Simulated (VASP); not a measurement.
# C (I4_1/amd) in VASP: a series of runs

C is run at these levels: PBE; tasks: single point.

All numbers are computed with VASP 6.6.1; they aren't measurements. Logs are shortened: lines on timing, memory, paths and dates and some standing lists are left out, and cuts for length are marked.

## Step 1: The cell of the first run

The structure is tetragonal, space group I4_1/amd (No. 141). Conventional cell: a = 2.589 Å, b = 2.589 Å, c = 3.393 Å, α = 90.00°, β = 90.00°, γ = 90.00°. Within 2.1 Å of C (site symmetry -4m2) lie 4 C at 1.55 Å.

## Step 2: Single point, PBE (strain +0.025 along x and y, -0.050 along z)

File INCAR:

```
SYSTEM = C
PREC = Accurate
ENCUT = 520
EDIFF = 1E-7
ISMEAR = 0
SIGMA = 0.05
LREAL = .FALSE.
LASPH = .TRUE.
NELM = 100
ALGO = Normal
ISIF = 2
LWAVE = .FALSE.
LCHARG = .TRUE.
GGA = PE
LELF = .TRUE.
LVHAR = .TRUE.
NBANDS = 11
```

File KPOINTS:

```
regular mesh
0
G
  12 12 12
  0 0 0
```

File POSCAR:

```
C
1.0
    0.0000000000      1.8303809705      1.6964506556
    1.8303809705      0.0000000000      1.6964506556
    1.8303809705      1.8303809705      0.0000000000
C
2
Direct
    0.5000000000      0.5000000000      0.5000000000
    0.7500000000      0.7500000000      0.7500000000
```

Potentials or basis: VASP PAW PBE potentials, release 64 (C).

Command:

```bash
$ cat potpaw_PBE.64/C/POTCAR > POTCAR
$ mpirun -np 1 vasp_std > vasp.out
```

OUTCAR:

```text
SYSTEM = C
   PREC = Accurate
   ENCUT = 520
   EDIFF = 1E-7
   ISMEAR = 0
   LREAL = .FALSE.
   LASPH = .TRUE.
   NELM = 100
   ISIF = 2
   GGA = PE

 ion  position               nearest neighbor table
   1  0.500  0.500  0.500-   2 1.55   2 1.55   2 1.55   2 1.55
   2  0.750  0.750  0.750-   1 1.55   1 1.55   1 1.55   1 1.55

  LATTYP: Found a body centered tetragonal cell.
 ALAT       =     2.5885495928
 C/A-ratio  =     1.3107345212

  Lattice vectors:

 A1 = (   0.0000000000,  -1.8303809705,  -1.6964506556)
 A2 = (   0.0000000000,   1.8303809705,  -1.6964506556)
 A3 = (   1.8303809705,   0.0000000000,   1.6964506556)

Analysis of symmetry for initial positions (statically):
=====================================================================
 Subroutine PRICEL returns:
 Original cell was already a primitive cell.

 Routine SETGRP: Setting up the symmetry group for a
 body centered tetragonal supercell.

 Subroutine GETGRP returns: Found 16 space group operations
 (whereof  8 operations were pure point group operations)
 out of a pool of 16 trial point group operations.

The static configuration has the point symmetry D_2d.
 The point group associated with its full space group is D_4h.

Analysis of symmetry for dynamics (positions and initial velocities):
=====================================================================
 Subroutine PRICEL returns:
 Original cell was already a primitive cell.

 Routine SETGRP: Setting up the symmetry group for a
 body centered tetragonal supercell.

 Subroutine GETGRP returns: Found 16 space group operations
 (whereof  8 operations were pure point group operations)
 out of a pool of 16 trial point group operations.

The dynamic configuration has the point symmetry D_2d.
 The point group associated with its full space group is D_4h.

 Subroutine INISYM returns: Found 16 space group operations
 (whereof  8 operations are pure point group operations),
 and found     1 'primitive' translations

----------------------------------------------------------------------------------------

                                     Primitive cell

  volume of cell :      11.3672

  direct lattice vectors                    reciprocal lattice vectors
     0.000000000  1.830380971  1.696450656    -0.273167176  0.273167176  0.294733005
     1.830380971  0.000000000  1.696450656     0.273167176 -0.273167176  0.294733005
     1.830380971  1.830380971  0.000000000     0.273167176  0.273167176 -0.294733005
[... 85 lines left out ...]
   LREAL  =      F    real-space projection
   EDIFFG = 0.1E-05   stopping-criterion for IOM
   NSW    =      0    number of steps for IOM
   IBRION =     -1    ionic relax: 0-MD 1-quasi-New 2-CG
   NFREE  =      0    steps in history (QN), initial steepest desc. (CG)
   ISIF   =      2    stress and relaxation
   ISYM   =      2    0-nonsym 1-usesym 2-fastsym
   POTIM  = 0.5000    time-step for ionic-motion
   TEBEG  =    0.0;   TEEND  =   0.0 temperature during run
   PSTRESS=    0.0 pullay stress
   NELECT =       8.0000    total number of electrons
   NUPDOWN=      -1.0000    fix difference up-down
   EMIN   =  10.00;   EMAX   =-10.00  energy-range for DOS
   EFERMI =   0.00;   METHOD = LEGACY
   ISMEAR =     0;   SIGMA  =   0.05  broadening in eV -4-tet -1-fermi 0-gaus
   EFERMI_NEDOS =   21; number of points for ismear=-14 and -15
   IALGO  =     38    algorithm
   IMIX   =      4    mixing-type and parameters
     AMIX     =   0.40;   BMIX     =  1.00
     AMIX_MAG =   1.60;   BMIX_MAG =  1.00
  volume/ion in A,a.u.               =       5.68        38.35
  Fermi-wavevector in a.u.,A,eV,Ry     =   1.456197  2.751813 28.851280  2.120509
  Thomas-Fermi vector in A             =   2.573143
   LORBIT       =      0    0 simple, 1 ext, 2 COOP (PROOUT), +10 PAW based schemes
   GGA     = PE    functional components
   LHFCALC =     F    Hartree Fock is set to
   AEXX    =    0.0000 exact exchange contribution
   IVDW    =     0    specifies the selected vdW correction
   LEPSILON=     F    determine dielectric tensor
   LRPA    =     F    only Hartree local field effects (RPA)
 non-spin polarized calculation
 Gauss-broadening in eV      SIGMA  =   0.05
  energy-cutoff  :      520.00
  volume of cell :       11.37
 maximum number of plane-waves:       315
   NGX =  9   NGY =  9   NGZ =  9

 number of electron       8.0000000 magnetization

 Free energy of the ion-electron system (eV)
  ---------------------------------------------------
  ext. energy  EPLUGINS =         0.00000000
  ---------------------------------------------------
  free energy    TOTEN  =       -18.06561233 eV

  energy without entropy =      -18.06561233  energy(sigma->0) =      -18.06561233

 E-fermi :  10.6995     XC(G=0): -13.2489

 val. band max:       10.4088961824   @ k =   0.0000   0.0000   0.0000
 cond. band min:      12.7018126264   @ k =   0.3333   0.3333   0.0000
 fundamental gap:      2.2929164440
 Fermi energy:        10.6994922260

 k-point     1 :       0.0000    0.0000    0.0000
  band No.  band energies     occupation
      1     -11.7407      2.00000
      2       9.3573      2.00000
      3       9.3573      2.00000
      4      10.4089      2.00000
      5      14.7221      0.00000
      6      15.6612      0.00000
      7      15.6612      0.00000
      8      22.9124      0.00000
      9      29.0341      0.00000
     10      34.2945      0.00000
     11      35.9363      0.00000
[... 309 lines left out ...]
 k-point    24 :      -0.4167    0.1667    0.0000
  band No.  band energies     occupation
      1      -5.6732      2.00000
      2      -2.5620      2.00000
      3       5.0288      2.00000
      4       5.4375      2.00000
      5      16.1752      0.00000
      6      19.8074      0.00000
      7      21.5444      0.00000
      8      24.6400      0.00000
      9      28.9941      0.00000
     10      33.8598      0.00000
     11      34.1925      0.00000

 [... further k-points ...]
[... 5 lines left out ...]
  --------------------------------------------------------------------------------------
  -------------------------------------------------------------------------------------
  Total       -1.4184086     -1.4184086      3.1860506      0.0000000      0.0000000      0.0000000
  in kB     -199.9206867   -199.9206867    449.0648331      0.0000000      0.0000000      0.0000000
  external PRESSURE =      16.4078199 kB  Pullay stress =       0.0000000 kB

 VOLUME and BASIS-vectors are now :
 -----------------------------------------------------------------------------
  energy-cutoff  :      520.00
  volume of cell :       11.37
      direct lattice vectors                 reciprocal lattice vectors
     0.000000000  1.830380971  1.696450656    -0.273167176  0.273167176  0.294733005
     1.830380971  0.000000000  1.696450656     0.273167176 -0.273167176  0.294733005
     1.830380971  1.830380971  0.000000000     0.273167176  0.273167176 -0.294733005

 POSITION                                       TOTAL-FORCE (eV/Angst)
 -----------------------------------------------------------------------------------
      1.83038      1.83038      1.69645         0.000000      0.000000     -0.000000
      2.74557      2.74557      2.54468         0.000000      0.000000      0.000000
 -----------------------------------------------------------------------------------
    total drift:                                0.000000     -0.000000      0.000000

  FREE ENERGIE OF THE ION-ELECTRON SYSTEM (eV)
  ---------------------------------------------------
  free  energy   TOTEN  =       -18.0656123303 eV

  energy  without entropy=      -18.0656123303  energy(sigma->0) =      -18.06561233
```

OSZICAR:

```text
N       E                     dE             d eps       ncg     rms          rms(c)
DAV:   1     0.183490419888E+01    0.18349E+01   -0.48027E+03  3661   0.696E+02
DAV:   2    -0.183144933009E+02   -0.20149E+02   -0.19564E+02  4704   0.130E+02
DAV:   3    -0.186912564032E+02   -0.37676E+00   -0.37597E+00  4177   0.138E+01
DAV:   4    -0.186918391755E+02   -0.58277E-03   -0.58276E-03  3880   0.684E-01
DAV:   5    -0.186918398236E+02   -0.64808E-06   -0.64808E-06  4060   0.216E-02    0.552E+00
DAV:   6    -0.182219570693E+02    0.46988E+00   -0.24508E-01  3666   0.349E+00    0.330E+00
DAV:   7    -0.180638014596E+02    0.15816E+00   -0.30019E-01  3828   0.390E+00    0.749E-01
DAV:   8    -0.180655540140E+02   -0.17526E-02   -0.83903E-03  3754   0.687E-01    0.432E-02
DAV:   9    -0.180655924392E+02   -0.38425E-04   -0.60223E-05  4301   0.623E-02    0.242E-02
DAV:  10    -0.180656122740E+02   -0.19835E-04   -0.14957E-05  3847   0.341E-02    0.522E-03
DAV:  11    -0.180656123303E+02   -0.56301E-07   -0.23387E-07  4340   0.437E-03
   1 F= -.18065612E+02 E0= -.18065612E+02  d E =-.349195E-19
```

stdout:

```text
POSCAR found type information on POSCAR C
 POSCAR found :  1 types and       2 ions
 scaLAPACK will be used
 LDA part: xc-table for (Slater+PW92), standard interpolation
 POSCAR, INCAR and KPOINTS ok, starting setup
 FFT: planning ... GRIDC
 FFT: planning ... GRID_SOFT
 FFT: planning ... GRID
 WAVECAR not read
 entering main loop
```

Run time: 7.7 s. Hardware: 1 thread of Intel Xeon 6975P-C (Granite Rapids), shared host; peak memory 0.12 GiB.

Results:

```yaml
Free_energy: -18.0656 eV
Pressure: 1.6 GPa
Band_gap_on_the_k_mesh: 2.29 eV, indirect (least direct gap 4.31 eV)
```

Caveat: the cell differs from its parent crystal (strain +0.025 along x and y, -0.050 along z). A k mesh can miss the band edges.

## Step 3: Single point, PBE (strain +0.050 along x and y, -0.050 along z)

File INCAR:

```
SYSTEM = C
  PREC = Accurate
  ENCUT = 520
  EDIFF = 1E-6
  ISMEAR = 0
  SIGMA = 0.05
  LREAL = .FALSE.
  LASPH = .TRUE.
  NELM = 100
  ALGO = Normal
  ISIF = 2
  LWAVE = .FALSE.
  LCHARG = .FALSE.
  GGA = PE
  NBANDS = 11
```

File KPOINTS:

```
Automatic mesh
0
G
  12 12 12
  0 0 0
```

File POSCAR:

```
C
1.0
    0.0000000000      1.8750244088      1.6964506556
    1.8750244088      0.0000000000      1.6964506556
    1.8750244088      1.8750244088      0.0000000000
C
2
Direct
    0.5000000000      0.5000000000      0.5000000000
    0.7500000000      0.7500000000      0.7500000000
```

Potentials or basis: VASP PAW PBE potentials, release 64 (C).

Command:

```bash
$ cat potpaw_PBE.64/C/POTCAR > POTCAR
$ mpirun -np 1 vasp_std > vasp.out
```

OUTCAR:

```text
SYSTEM = C
   PREC = Accurate
   ENCUT = 520
   EDIFF = 1E-6
   ISMEAR = 0
   LREAL = .FALSE.
   LASPH = .TRUE.
   NELM = 100
   ISIF = 2
   GGA = PE

 ion  position               nearest neighbor table
   1  0.500  0.500  0.500-   2 1.57   2 1.57   2 1.57   2 1.57
   2  0.750  0.750  0.750-   1 1.57   1 1.57   1 1.57   1 1.57

  LATTYP: Found a body centered tetragonal cell.
 ALAT       =     2.6516849487
 C/A-ratio  =     1.2795265564

  Lattice vectors:

 A1 = (   0.0000000000,  -1.8750244088,  -1.6964506556)
 A2 = (   0.0000000000,   1.8750244088,  -1.6964506556)
 A3 = (   1.8750244088,   0.0000000000,   1.6964506556)

Analysis of symmetry for initial positions (statically):
=====================================================================
 Subroutine PRICEL returns:
 Original cell was already a primitive cell.

 Routine SETGRP: Setting up the symmetry group for a
 body centered tetragonal supercell.

 Subroutine GETGRP returns: Found 16 space group operations
 (whereof  8 operations were pure point group operations)
 out of a pool of 16 trial point group operations.

The static configuration has the point symmetry D_2d.
 The point group associated with its full space group is D_4h.

Analysis of symmetry for dynamics (positions and initial velocities):
=====================================================================
 Subroutine PRICEL returns:
 Original cell was already a primitive cell.

 Routine SETGRP: Setting up the symmetry group for a
 body centered tetragonal supercell.

 Subroutine GETGRP returns: Found 16 space group operations
 (whereof  8 operations were pure point group operations)
 out of a pool of 16 trial point group operations.

The dynamic configuration has the point symmetry D_2d.
 The point group associated with its full space group is D_4h.

 Subroutine INISYM returns: Found 16 space group operations
[... 116 lines left out ...]
     AMIX     =   0.40;   BMIX     =  1.00
     AMIX_MAG =   1.60;   BMIX_MAG =  1.00
  volume/ion in A,a.u.               =       5.96        40.25
  Fermi-wavevector in a.u.,A,eV,Ry     =   1.432990  2.707958 27.939021  2.053460
  Thomas-Fermi vector in A             =   2.552557
   LORBIT       =      0    0 simple, 1 ext, 2 COOP (PROOUT), +10 PAW based schemes
   GGA     = PE    functional components
   LHFCALC =     F    Hartree Fock is set to
   AEXX    =    0.0000 exact exchange contribution
   IVDW    =     0    specifies the selected vdW correction
   LEPSILON=     F    determine dielectric tensor
   LRPA    =     F    only Hartree local field effects (RPA)
 non-spin polarized calculation
 Gauss-broadening in eV      SIGMA  =   0.05
  energy-cutoff  :      520.00
  volume of cell :       11.93
 maximum number of plane-waves:       336
   NGX =  9   NGY =  9   NGZ =  9

 number of electron       8.0000001 magnetization

 Free energy of the ion-electron system (eV)
  ---------------------------------------------------
  ext. energy  EPLUGINS =         0.00000000
  ---------------------------------------------------
  free energy    TOTEN  =       -17.95281094 eV

  energy without entropy =      -17.95281094  energy(sigma->0) =      -17.95281094

 E-fermi :  10.1182     XC(G=0): -13.0145

 val. band max:        9.8991054605   @ k =   0.0000   0.0000   0.0000
 cond. band min:      11.6026569901   @ k =   0.3333   0.3333   0.0000
 fundamental gap:      1.7035515296
 Fermi energy:        10.1182428145

 k-point     1 :       0.0000    0.0000    0.0000
  band No.  band energies     occupation
      1     -11.7818      2.00000
      2       8.5946      2.00000
      3       8.5946      2.00000
      4       9.8991      2.00000
      5      13.7695      0.00000
      6      14.9751      0.00000
      7      14.9751      0.00000
      8      21.0897      0.00000
      9      27.7922      0.00000
     10      32.5954      0.00000
     11      34.4243      0.00000
[... 309 lines left out ...]
 k-point    24 :      -0.4167    0.1667    0.0000
  band No.  band energies     occupation
      1      -5.9939      2.00000
      2      -2.7097      2.00000
      3       4.7410      2.00000
      4       4.7610      2.00000
      5      14.9620      0.00000
      6      18.8115      0.00000
      7      20.4192      0.00000
      8      23.2113      0.00000
      9      27.8187      0.00000
     10      32.5544      0.00000
     11      32.6529      0.00000

 [... further k-points ...]
[... 5 lines left out ...]
  --------------------------------------------------------------------------------------
  -------------------------------------------------------------------------------------
  Total       -3.2686524     -3.2686524      2.6075740      0.0000000      0.0000000      0.0000000
  in kB     -439.0300457   -439.0300457    350.2371020      0.0000000      0.0000000      0.0000000
  external PRESSURE =    -175.9409965 kB  Pullay stress =       0.0000000 kB

 VOLUME and BASIS-vectors are now :
 -----------------------------------------------------------------------------
  energy-cutoff  :      520.00
  volume of cell :       11.93
      direct lattice vectors                 reciprocal lattice vectors
     0.000000000  1.875024409  1.696450656    -0.266663195  0.266663195  0.294733005
     1.875024409  0.000000000  1.696450656     0.266663195 -0.266663195  0.294733005
     1.875024409  1.875024409  0.000000000     0.266663195  0.266663195 -0.294733005

 POSITION                                       TOTAL-FORCE (eV/Angst)
 -----------------------------------------------------------------------------------
      1.87502      1.87502      1.69645         0.000000      0.000000     -0.000000
      2.81254      2.81254      2.54468        -0.000000     -0.000000      0.000000
 -----------------------------------------------------------------------------------
    total drift:                                0.000000     -0.000000      0.000000

  FREE ENERGIE OF THE ION-ELECTRON SYSTEM (eV)
  ---------------------------------------------------
  free  energy   TOTEN  =       -17.9528109431 eV

  energy  without entropy=      -17.9528109431  energy(sigma->0) =      -17.95281094
```

OSZICAR:

```text
N       E                     dE             d eps       ncg     rms          rms(c)
DAV:   1     0.159015113136E+01    0.15902E+01   -0.47781E+03  3784   0.697E+02
DAV:   2    -0.180932707581E+02   -0.19683E+02   -0.18864E+02  4738   0.126E+02
DAV:   3    -0.184845644348E+02   -0.39129E+00   -0.39030E+00  4189   0.136E+01
DAV:   4    -0.184852508041E+02   -0.68637E-03   -0.68636E-03  3825   0.710E-01
DAV:   5    -0.184852516615E+02   -0.85747E-06   -0.85745E-06  4056   0.237E-02    0.516E+00
DAV:   6    -0.180857551463E+02    0.39950E+00   -0.20869E-01  3694   0.318E+00    0.308E+00
DAV:   7    -0.179511590613E+02    0.13460E+00   -0.25965E-01  3826   0.359E+00    0.671E-01
DAV:   8    -0.179527515796E+02   -0.15925E-02   -0.74645E-03  3751   0.640E-01    0.416E-02
DAV:   9    -0.179527917032E+02   -0.40124E-04   -0.58935E-05  4280   0.615E-02    0.232E-02
DAV:  10    -0.179528109255E+02   -0.19222E-04   -0.15334E-05  3838   0.340E-02    0.493E-03
DAV:  11    -0.179528109431E+02   -0.17604E-07   -0.20991E-07  2865   0.416E-03
   1 F= -.17952811E+02 E0= -.17952811E+02  d E =-.742537E-13
```

Run time: 6.8 s. Hardware: 1 thread of Intel Xeon 6975P-C (Granite Rapids), shared host; peak memory 0.13 GiB.

What came out:

* Free energy: -17.9528 eV
* Pressure: -17.6 GPa
* Band gap on the k mesh: 1.70 eV, indirect (least direct gap 3.87 eV)

Levels at points of the mesh, in eV from the valence-band top:
```csv
k point,band 2,band 3,band 4,band 5,band 6,band 7
"(0.00, 0.00, 0.00)",-1.30,-1.30,0.00,3.87,5.08,5.08
"(0.50, 0.00, 0.00)",-13.67,-4.31,-2.76,5.81,6.98,9.13
"(0.50, 0.50, 0.00)",-12.27,-7.75,-7.75,2.34,2.34,15.44
"(0.50, 0.00, 0.50)",-13.75,-6.32,-6.32,4.61,4.61,14.57
```

Caveat: the cell differs from its parent crystal (strain +0.050 along x and y, -0.050 along z).

## Step 4: Single point, PBE (strain +0.025 along x and y, -0.025 along z)

File INCAR:

```
PREC = Accurate
ENCUT = 520
EDIFF = 1E-7
ISMEAR = 0
SIGMA = 0.05
LREAL = F
LASPH = T
NELM = 100
ALGO = Normal
ISIF = 2
LWAVE = F
LCHARG = F
GGA = PE
NBANDS = 11
```

File KPOINTS:

```
Automatic mesh
0
Gamma
  12 12 12
```

File POSCAR:

```
C
1.0
    0.0000000000      1.8303809705      1.7410940939
    1.8303809705      0.0000000000      1.7410940939
    1.8303809705      1.8303809705      0.0000000000
C
2
Direct
    0.5000000000      0.5000000000      0.5000000000
    0.7500000000      0.7500000000      0.7500000000
```

Command:

```bash
$ cat potpaw_PBE.64/C/POTCAR > POTCAR
$ mpirun -np 1 vasp_std > vasp.out
```

Wall time 7 s (1 thread of Intel Xeon 6975P-C (Granite Rapids), shared host); peak memory 0.13 GiB.

Results (log left out):

```
Free energy            : -18.1256 eV
Pressure               : -9.3 GPa
Band gap on the k mesh : 2.87 eV, indirect (least direct gap 4.66 eV)
```

Stress tensor (GPa, compression positive):
```
-23.56   0.00   0.00
  0.00 -23.56   0.00
  0.00   0.00  19.23
```

Levels at points of the mesh, in eV from the valence-band top:
| k point | band 2 | band 3 | band 4 | band 5 | band 6 | band 7 |
| --- | --- | --- | --- | --- | --- | --- |
| (0.00, 0.00, 0.00) | -0.70 | -0.70 | 0.00 | 4.66 | 5.27 | 5.27 |
| (0.50, 0.00, 0.00) | -13.52 | -3.61 | -2.77 | 7.15 | 7.67 | 8.90 |
| (0.50, 0.50, 0.00) | -12.52 | -7.06 | -7.06 | 3.48 | 3.48 | 16.07 |
| (0.50, 0.00, 0.50) | -13.28 | -6.34 | -6.34 | 4.63 | 4.63 | 15.71 |

Caveat: the cell differs from its parent crystal (strain +0.025 along x and y, -0.025 along z). A k mesh can miss the band edges.

## Step 5: The runs side by side

```csv
cell,gap on the mesh (eV),pressure (GPa)
"a = 2.496, b = 2.496, c = 2.589 Å, angles 58.8, 58.8, 62.5°, 2 atoms",2.29,1.6
"a = 2.529, b = 2.529, c = 2.652 Å, angles 58.4, 58.4, 63.2°, 2 atoms",1.70,-17.6
"a = 2.526, b = 2.526, c = 2.589 Å, angles 59.2, 59.2, 61.6°, 2 atoms",2.87,-9.3
```

Alike in all rows: task single point; level PBE; potentials or basis VASP PAW PBE potentials, release 64 (C); no spin polarisation; k mesh 12 × 12 × 12; cutoff (eV) 520; smearing gaussian 0.05 eV.

Total energies depend on the potentials used, so only differences within one code and one set of settings carry meaning.
